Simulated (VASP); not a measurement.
**RbGe4N2: single point with PBE**

RbGe4N2:

```
Rb Ge N
1.0
     3.31997    0.00000    0.00000
    -1.65998    2.87517    0.00000
     0.00000    0.00000   13.75621
Rb Ge N
1 4 2
Direct
  0.00000 0.00000 0.50000
  0.66667 0.33333 0.35527
  0.33333 0.66667 0.64473
  0.33333 0.66667 0.86521
  0.66667 0.33333 0.13479
  0.00000 0.00000 0.24274
  0.00000 0.00000 0.75726
```

| Quantity | Value |
| --- | --- |
| Program | VASP 6.6.1 |
| Task | single point |
| Functional | PBE |
| Potentials or basis | VASP PAW PBE potentials, release 64 (Rb_sv, Ge_d, N) |
| Cutoff | 520 eV |
| k mesh | 6 × 6 × 2 |
| Occupations | gaussian, width 0.1 eV |
| Spin | no spin polarisation |

```
Pressure      : 0.3 GPa
Largest force : 5.384 eV/Å
```

Forces on the atoms (eV/Å):
```
Rb   0.000  0.000  0.000
Ge   0.000  0.000 -5.384
Ge   0.000  0.000  5.384
Ge   0.000  0.000 -1.969
Ge   0.000  0.000  1.969
N    0.000  0.000 -0.419
N    0.000  0.000  0.419
```

Stress tensor (GPa, compression positive):
```
-1.37  0.00  0.00
 0.00 -1.37  0.00
 0.00  0.00  3.55
```

Levels at points of the mesh, in eV from the Fermi level:
```tsv
k point	band 35	band 36	band 37	band 38	band 39	band 40	band 41	band 42
(0.00, 0.00, 0.00)	-1.28	-1.01	-0.77	1.14	2.08	2.99	2.99	4.25
(0.50, 0.00, 0.00)	-2.39	-2.35	-1.51	-0.81	-0.28	1.48	1.96	1.96
(0.00, 0.00, 0.50)	-1.28	-1.28	0.27	0.43	2.30	2.99	2.99	4.18
(0.50, 0.00, 0.50)	-2.40	-2.34	-1.78	-0.51	0.05	0.95	1.94	2.11
```

It took 100 s on 1 thread of Intel(R) Xeon(R) Platinum 8259CL CPU @ 2.50GHz (Skylake/Cascade Lake) (shared host), peak memory 0.31 GiB.

Caveat: the k points lie up to 0.36 Å⁻¹ apart; forces of over 1 eV/Å act on the atoms, so gaps and moduli don't describe the material at rest.
